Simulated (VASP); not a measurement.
Here is a VASP 6.6.1 calculation.

File INCAR:

```
SYSTEM = SnSe
  ALGO = Normal
  EDIFF = 1E-6
  ENCUT = 500
  GGA = PS
  GGA_COMPAT = .FALSE.
  ISIF = 2
  ISMEAR = 0
  IVDW = 12
  LASPH = .TRUE.
  LCHARG = .TRUE.
  LELF = .TRUE.
  LREAL = .FALSE.
  LVHAR = .TRUE.
  LWAVE = .FALSE.
  NBANDS = 17
  NELM = 120
  PREC = Accurate
  SIGMA = 0.01
```

KPOINTS

```
k-points
0
G
  4 4 4
  0 0 0
```

The input POSCAR:

```
SnSe
1.0
   -0.0910000000      3.0366800000      2.9924400000
    2.9934100000      0.0083400000      2.8931000000
    2.9794400000      2.9233800000      0.0223000000
Sn Se
1 1
Direct
    0.9945300000      0.0021300000      0.9977100000
    0.4966400529      0.5038630799      0.4827870150
```

Potentials or basis: VASP PAW PBE potentials, release 64 (Sn_d, Se).

The run is started by

```console
$ cat potpaw_PBE.64/Sn_d/POTCAR potpaw_PBE.64/Se/POTCAR > POTCAR
$ mpirun -np 1 vasp_std > vasp.out
```

Question: Predict the band gap on the k mesh.

Answer: 0.41 eV (least direct gap 0.77 eV).

Question: Estimate the dispersion energy per atom.

Answer: -0.340 eV.

Forces on the atoms (eV/Å):
```
Sn   0.011 -0.007  0.004
Se  -0.011  0.007 -0.004
```

Caveat: the k points lie up to 0.46 Å⁻¹ apart; semilocal functionals underestimate gaps, and a narrow one can read as zero; the PAW data sets were made with another functional, which shifts forces and pressure a little; spin-orbit coupling is left out, which moves the levels of the heavy elements. A k mesh can miss the band edges.
